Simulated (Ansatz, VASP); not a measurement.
**KBr: VASP beside Ansatz**

POSCAR

```
KBr
1.0
    0.0000000000      3.8417325285      3.3390821501
    3.8417325285      0.0000000000      3.3390821501
    3.8417325285      3.8417325285      0.0000000000
K Br
1 1
Direct
    0.0000000000      0.0000000000      0.0000000000
    0.2500000000      0.2500000000      0.2500000000
```

File INCAR.step1:

```
PREC = Accurate
ENCUT = 520
ISMEAR = 0
SIGMA = 0.01
LREAL = False
LASPH = True
NELM = 80
NBANDS = 15
GGA = PE
ALGO = Normal
EDIFF = 1E-4
LWAVE = True
LCHARG = False
```

Contents of INCAR.step2:

```
PREC = Accurate
ENCUT = 520
EDIFF = 1E-6
ISMEAR = 0
SIGMA = 0.01
LREAL = False
LASPH = True
NELM = 80
ALGO = Normal
ISIF = 2
LWAVE = False
LCHARG = False
METAGGA = R2SCAN
LMIXTAU = True
NBANDS = 15
ISTART = 1
```

KPOINTS

```
regular mesh
0
Gamma
  6 6 6
```

Input for Ansatz:

```yaml
crystal:
  lattice:
    - [0.0, 3.8417325285, 3.3390821501]
    - [3.8417325285, 0.0, 3.3390821501]
    - [3.8417325285, 3.8417325285, 0.0]
  atoms:
    - { symbol: K, position: [0.0, 0.0, 0.0] }
    - { symbol: Br, position: [0.25, 0.25, 0.25] }
kpoints:
  mp_grid: { grid: [6, 6, 6] }
  band_path:
    path:
      - [0.0, 0.0, 0.0]
      - [-0.5, -0.5, 0.0]
      - [-0.375, -0.375, 0.25]
      - [-0.375, 0.0, 0.375]
      - [0.0, 0.0, 0.5]
      - [-0.5, -0.25, 0.25]
      - [-0.225, 0.0, 0.225]
    npoints: 1
hamiltonian:
  xc: r2scan
scf:
  occupations: { method: fixed }
  n_extra_bands: 4
output:
  forces: true
  stress: true
  eigenvalues: true
```

Change from the starting cell: epitaxial_xy strain +4.2%.

Alike in both runs: task single point; functional r2SCAN; k mesh 6 × 6 × 6; no spin polarisation.

|  | VASP | Ansatz |
| --- | --- | --- |
| version | VASP 6.6.1 | Ansatz 0.2.0 |
| potentials or method | VASP PAW PBE potentials, release 64 (K_sv, Br) | plane waves, PAW |
| plane-wave cutoff (eV) | 520 | 500 |
| occupations | gaussian, width 0.01 eV | fixed |
| valence electrons in the cell | 16 | 16 |

```tsv
	VASP	Ansatz	Ansatz less VASP
gap on the k mesh at the Fermi level (eV)	4.79	4.79	0.000
pressure (GPa)	0.1	0.1	0.00
traceless stress, the component that is largest in VASP (GPa)	-0.06	-0.06	+0.003
```

VASP's potentials were made for PBE, not for r2SCAN.
